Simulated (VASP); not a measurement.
A run of VASP 6.6.1:

INCAR

```
SYSTEM = Al
PREC     = Accurate       ! precision mode
ENCUT    = 500            ! plane-wave cutoff, eV
EDIFF    = 1E-8           ! SCF threshold, eV
ISMEAR   = -1             ! smearing method
SIGMA    = 0.1            ! smearing width, eV
LREAL    = .False.        ! projectors in reciprocal space
LASPH    = .True.         ! aspherical terms in the spheres
NELM     = 120            ! most SCF steps
ALGO     = Normal         ! electronic algorithm
ISIF     = 2              ! what is computed and relaxed
LWAVE    = .False.        ! write WAVECAR
LCHARG   = .False.        ! write CHGCAR
GGA      = PE             ! functional
NBANDS   = 8              ! bands
IBRION   = 8              ! ionic algorithm
NSW      = 1              ! ionic steps
GGA_COMPAT= .False.
```

File KPOINTS:

```
Automatic mesh
0
Gamma
  9 9 9
  0 0 0
```

The input POSCAR:

```
Al
1.0
    0.0000000000      2.0194650000      2.0194650000
    2.0194650000      0.0000000000      2.0194650000
    2.0194650000      2.0194650000      0.0000000000
Al
1
Direct
    0.0000000000      0.0000000000      0.0000000000
```

Potentials or basis: VASP PAW PBE potentials, release 64 (Al).

Run with:

```bash
$ cat potpaw_PBE.64/Al/POTCAR > POTCAR
$ mpirun -np 1 vasp_std > vasp.out
```

Hardware: 1 thread of Intel Xeon 8259CL (shared host).

Question: Estimate the wall time of this run.

Answer: It took 26 s on 1 thread of Intel Xeon 8259CL, with other jobs on the host, peak memory 0.15 GiB. Counts: scf iterations 24, k points 35.
